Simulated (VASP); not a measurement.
# NaBeH3 (Pm-3m) in VASP: single point with LDA

Aim: the single point of NaBeH3 with LDA.

All numbers are computed with VASP 6.6.1; they aren't measurements. Logs are shortened: lines on timing, memory, paths and dates and some standing lists are left out, and cuts for length are marked.

## Step 1: The cell of the first run

The structure is cubic, space group Pm-3m (No. 221). Conventional cell: a = 3.343 Å, b = 3.343 Å, c = 3.343 Å, α = 90.00°, β = 90.00°, γ = 90.00°. Na (site symmetry m-3m) has 12 H at 2.36 Å and 8 Be at 2.90 Å within 3.1 Å. Be (site symmetry m-3m) has 6 H at 1.67 Å within 2.2 Å. Within 2.2 Å of H (site symmetry 4/mmm) lie 2 Be at 1.67 Å. Within 2.2 Å of H (site symmetry 4/mmm) lie 2 Be at 1.67 Å.

## Step 2: Single point, LDA

File INCAR:

```
PREC = Accurate
ENCUT = 600
EDIFF = 1E-6
ISMEAR = -1
SIGMA = 0.02
LREAL = False
LASPH = True
NELM = 120
ALGO = Normal
ISIF = 2
LWAVE = False
LCHARG = False
NBANDS = 40
GGA_COMPAT = False
```

File KPOINTS:

```
Automatic mesh
0
Gamma
  1 1 2
  0.5 0.5 0.5
```

File POSCAR:

```
NaBeH3
1.0
    6.6857840000      0.0000000000      0.0000000000
    0.0000000000      6.6857840000      0.0000000000
    0.0000000000      0.0000000000      3.3428920000
Na Be H
4 4 12
Direct
    0.2500000000      0.2500000000      0.5000000000
    0.2500000000      0.7500000000      0.5000000000
    0.7500000000      0.2500000000      0.5000000000
    0.7500000000      0.7500000000      0.5000000000
    0.0000000000      0.0000000000      0.0000000000
    0.0000000000      0.5000000000      0.0000000000
    0.5000000000      0.0000000000      0.0000000000
    0.5000000000      0.5000000000      0.0000000000
    0.2500000000      0.0000000000      0.0000000000
    0.0000000000      0.2500000000      0.0000000000
    0.0000000000      0.0000000000      0.5000000000
    0.2500000000      0.5000000000      0.0000000000
    0.0000000000      0.7500000000      0.0000000000
    0.0000000000      0.5000000000      0.5000000000
    0.7500000000      0.0000000000      0.0000000000
    0.5000000000      0.2500000000      0.0000000000
    0.5000000000      0.0000000000      0.5000000000
    0.7500000000      0.5000000000      0.0000000000
    0.5000000000      0.7500000000      0.0000000000
    0.5000000000      0.5000000000      0.5000000000
```

Potentials or basis: VASP PAW LDA potentials, release 64 (Na_pv, Be, H).

Command:

```sh
> cat potpaw_LDA.64/Na_pv/POTCAR potpaw_LDA.64/Be/POTCAR potpaw_LDA.64/H/POTCAR > POTCAR
> mpirun -np 1 vasp_std > vasp.out
```

OUTCAR:

```text
PREC = Accurate
   ENCUT = 600
   EDIFF = 1E-6
   ISMEAR = -1
   LREAL = False
   LASPH = True
   NELM = 120
   ISIF = 2

 ion  position               nearest neighbor table
   1  0.250  0.250  0.500-
   2  0.250  0.750  0.500-
   3  0.750  0.250  0.500-
   4  0.750  0.750  0.500-
   5  0.000  0.000  0.000-
   6  0.000  0.500  0.000-
[... 12 lines left out ...]
  19  0.500  0.750  0.000-
  20  0.500  0.500  0.500-

  LATTYP: Found a simple tetragonal cell.
 ALAT       =     6.6857840000
 C/A-ratio  =     0.5000000000

  Lattice vectors:

 A1 = (   6.6857840000,   0.0000000000,   0.0000000000)
 A2 = (   0.0000000000,   6.6857840000,   0.0000000000)
 A3 = (   0.0000000000,   0.0000000000,   3.3428920000)

Analysis of symmetry for initial positions (statically):
=====================================================================
 Subroutine PRICEL returns following result:

  LATTYP: Found a simple cubic cell.
 ALAT       =     3.3428920000

  Lattice vectors:

 A1 = (   3.3428920000,   0.0000000000,   0.0000000000)
 A2 = (   0.0000000000,   3.3428920000,   0.0000000000)
 A3 = (   0.0000000000,   0.0000000000,   3.3428920000)

   4 primitive cells build up your supercell.

 Routine SETGRP: Setting up the symmetry group for a
 simple tetragonal supercell.

 Subroutine GETGRP returns: Found 16 space group operations
 (whereof 16 operations were pure point group operations)
 out of a pool of 16 trial point group operations.

The static configuration has the point symmetry D_4h.

Analysis of symmetry for dynamics (positions and initial velocities):
=====================================================================
 Subroutine PRICEL returns following result:

  LATTYP: Found a simple cubic cell.
 ALAT       =     3.3428920000

  Lattice vectors:

 A1 = (   3.3428920000,   0.0000000000,   0.0000000000)
 A2 = (   0.0000000000,   3.3428920000,   0.0000000000)
 A3 = (   0.0000000000,   0.0000000000,   3.3428920000)

   4 primitive cells build up your supercell.

 Routine SETGRP: Setting up the symmetry group for a
 simple tetragonal supercell.

 Subroutine GETGRP returns: Found 16 space group operations
 (whereof 16 operations were pure point group operations)
 out of a pool of 16 trial point group operations.

The dynamic configuration has the point symmetry D_4h.

 Subroutine INISYM returns: Found 16 space group operations
 (whereof 16 operations are pure point group operations),
 and found     4 'primitive' translations

----------------------------------------------------------------------------------------

                                     Primitive cell

  volume of cell :      37.3566

  direct lattice vectors                    reciprocal lattice vectors
     3.342892000  0.000000000  0.000000000     0.299142180  0.000000000  0.000000000
     0.000000000  3.342892000  0.000000000     0.000000000  0.299142180  0.000000000
     0.000000000  0.000000000  3.342892000     0.000000000  0.000000000  0.299142180

  length of vectors
     3.342892000  3.342892000  3.342892000     0.299142180  0.299142180  0.299142180

  position of ions in fractional coordinates (direct lattice)
     0.500000000  0.500000000  0.500000000
     0.000000000  0.000000000  0.000000000
     0.500000000  0.000000000  0.000000000
     0.000000000  0.500000000  0.000000000
     0.000000000  0.000000000  0.500000000

  ion indices of the primitive-cell ions
   primitive index   ion index
                 1           1
                 2           5
                 3           9
                 4          10
                 5          11

----------------------------------------------------------------------------------------

 KPOINTS: Automatic mesh

Automatic generation of k-mesh.
 Grid dimensions read from file:
 generate k-points for:    1    1    2

 Generating k-lattice:

  Cartesian coordinates                     Fractional coordinates (reciprocal lattice)
     0.149571090  0.000000000  0.000000000     1.000000000  0.000000000  0.000000000
     0.000000000  0.149571090  0.000000000     0.000000000  1.000000000  0.000000000
     0.000000000  0.000000000  0.149571090     0.000000000  0.000000000  0.500000000

  Length of vectors
     0.149571090  0.149571090  0.149571090

  Shift w.r.t. Gamma in fractional coordinates (k-lattice)
     0.500000000  0.500000000  0.500000000

 Subroutine IBZKPT returns following result:
 ===========================================

 Found      1 irreducible k-points:

 Following reciprocal coordinates:
            Coordinates               Weight
  0.500000  0.500000  0.250000      2.000000
   k-points           NKPTS =      1   k-points in BZ     NKDIM =      1   number of bands    NBANDS=     40
   number of dos      NEDOS =    301   number of ions     NIONS =     20
   total plane-waves  NPLWV =  81648
   dimension x,y,z NGX =    54 NGY =   54 NGZ =   28
   dimension x,y,z NGXF=   108 NGYF=  108 NGZF=   56
   ions per type =               4   4  12
   NGX,Y,Z   is equivalent  to a cutoff of  13.43, 13.43, 13.92 a.u.
   NGXF,Y,Z  is equivalent  to a cutoff of  26.85, 26.85, 27.85 a.u.
 SYSTEM =  unknown system
   PREC   = accura    normal or accurate (medium, high low for compatibility)
   ISTART =      0    job   : 0-new  1-cont  2-samecut
   ICHARG =      2    charge: 1-file 2-atom 10-const
   ISPIN  =      1    spin polarized calculation?
   LNONCOLLINEAR =      F non collinear calculations
   LSORBIT =      F    spin-orbit coupling
   LASPH  =      T    aspherical Exc in radial PAW
   ENCUT  =  600.0 eV  44.10 Ry    6.64 a.u.  13.35 13.35  6.68*2*pi/ulx,y,z
   NELM   =    120;   NELMIN=  2; NELMDL= -5     # of ELM steps
   EDIFF  = 0.1E-05   stopping-criterion for ELM
   LREAL  =      F    real-space projection
   EDIFFG = 0.1E-04   stopping-criterion for IOM
   NSW    =      0    number of steps for IOM
   IBRION =     -1    ionic relax: 0-MD 1-quasi-New 2-CG
   NFREE  =      0    steps in history (QN), initial steepest desc. (CG)
   ISIF   =      2    stress and relaxation
   ISYM   =      2    0-nonsym 1-usesym 2-fastsym
   POTIM  = 0.5000    time-step for ionic-motion
   TEBEG  =    0.0;   TEEND  =   0.0 temperature during run
   PSTRESS=    0.0 pullay stress
   NELECT =      48.0000    total number of electrons
   NUPDOWN=      -1.0000    fix difference up-down
   EMIN   =  10.00;   EMAX   =-10.00  energy-range for DOS
   EFERMI =   0.00;   METHOD = LEGACY
   ISMEAR =    -1;   SIGMA  =   0.02  broadening in eV -4-tet -1-fermi 0-gaus
   EFERMI_NEDOS =   21; number of points for ismear=-14 and -15
   IALGO  =     38    algorithm
   IMIX   =      4    mixing-type and parameters
     AMIX     =   0.40;   BMIX     =  1.00
     AMIX_MAG =   1.60;   BMIX_MAG =  1.00
  volume/ion in A,a.u.               =       7.47        50.42
  Fermi-wavevector in a.u.,A,eV,Ry     =   1.121191  2.118744 17.103463  1.257069
  Thomas-Fermi vector in A             =   2.257843
   LORBIT       =      0    0 simple, 1 ext, 2 COOP (PROOUT), +10 PAW based schemes
   GGA     = CA    functional components
   LHFCALC =     F    Hartree Fock is set to
   AEXX    =    0.0000 exact exchange contribution
   IVDW    =     0    specifies the selected vdW correction
   LEPSILON=     F    determine dielectric tensor
   LRPA    =     F    only Hartree local field effects (RPA)
 non-spin polarized calculation
  energy-cutoff  :      600.00
  volume of cell :      149.43
 maximum number of plane-waves:      4976
 NGX is ok and might be reduce to    54
   NGX = 27   NGY = 27   NGZ = 13

 number of electron      47.9999982 magnetization

 Free energy of the ion-electron system (eV)
  ---------------------------------------------------
  ext. energy  EPLUGINS =         0.00000000
  ---------------------------------------------------
  free energy    TOTEN  =       -67.41557560 eV

  energy without entropy =      -67.41557560  energy(sigma->0) =      -67.41557560

 E-fermi :  -0.2213     XC(G=0):  -9.7182

 val. band max:       -0.8443556981   @ k =   0.5000   0.5000   0.2500
 cond. band min:       4.4609602894   @ k =   0.5000   0.5000   0.2500
 fundamental gap:      5.3053159875
 Fermi energy:        -0.2213349496

 k-point     1 :       0.5000    0.5000    0.2500
  band No.  band energies     occupation
      1     -21.3605      2.00000
      2     -21.3605      2.00000
      3     -21.3605      2.00000
      4     -21.3605      2.00000
      5     -21.3535      2.00000
      6     -21.3535      2.00000
[... 28 lines left out ...]
     35       9.7391      0.00000
     36       9.7391      0.00000
 [bands above 36 left out]

------------------------ aborting loop because EDIFF is reached ----------------------------------------

  FORCE on cell =-STRESS in cart. coord.  units (eV):
  Direction    XX          YY          ZZ          XY          YZ          ZX
  --------------------------------------------------------------------------------------
  -------------------------------------------------------------------------------------
  Total       -4.9412294     -4.9412294     -4.9400974      0.0000000      0.0000000      0.0000000
  in kB      -52.9808075    -52.9808075    -52.9686697      0.0000000      0.0000000      0.0000000
  external PRESSURE =     -52.9767616 kB  Pullay stress =       0.0000000 kB

 VOLUME and BASIS-vectors are now :
 -----------------------------------------------------------------------------
  energy-cutoff  :      600.00
  volume of cell :      149.43
      direct lattice vectors                 reciprocal lattice vectors
     6.685784000  0.000000000  0.000000000     0.149571090  0.000000000  0.000000000
     0.000000000  6.685784000  0.000000000     0.000000000  0.149571090  0.000000000
     0.000000000  0.000000000  3.342892000     0.000000000  0.000000000  0.299142180

 POSITION                                       TOTAL-FORCE (eV/Angst)
 -----------------------------------------------------------------------------------
      1.67145      1.67145      1.67145         0.000000     -0.000000     -0.000000
      1.67145      5.01434      1.67145         0.000000      0.000000     -0.000000
      5.01434      1.67145      1.67145        -0.000000     -0.000000     -0.000000
      5.01434      5.01434      1.67145         0.000000      0.000000     -0.000000
      0.00000      0.00000      0.00000        -0.000000     -0.000000      0.000000
      0.00000      3.34289      0.00000        -0.000000     -0.000000      0.000000
[... 12 lines left out ...]
      3.34289      5.01434      0.00000        -0.000000     -0.000000      0.000000
      3.34289      3.34289      1.67145        -0.000000     -0.000000      0.000000
 -----------------------------------------------------------------------------------
    total drift:                                0.000000      0.000000     -0.000000

  FREE ENERGIE OF THE ION-ELECTRON SYSTEM (eV)
  ---------------------------------------------------
  free  energy   TOTEN  =       -67.4155756032 eV

  energy  without entropy=      -67.4155756032  energy(sigma->0) =      -67.41557560
```

It took 16 s on 1 thread of AMD EPYC 7R43 (Zen 3), shared host; peak memory 0.17 GiB.

What came out:

```yaml
Free_energy: -67.4156 eV
Pressure: -5.3 GPa
```

Levels at points of the mesh, in eV from the Fermi level:
```tsv
k point	band 22	band 23	band 24	band 25	band 26	band 27
(0.50, 0.50, 0.25)	-0.62	-0.62	-0.62	4.68	4.68	4.68
```

Caveat: the k points lie up to 0.94 Å⁻¹ apart.
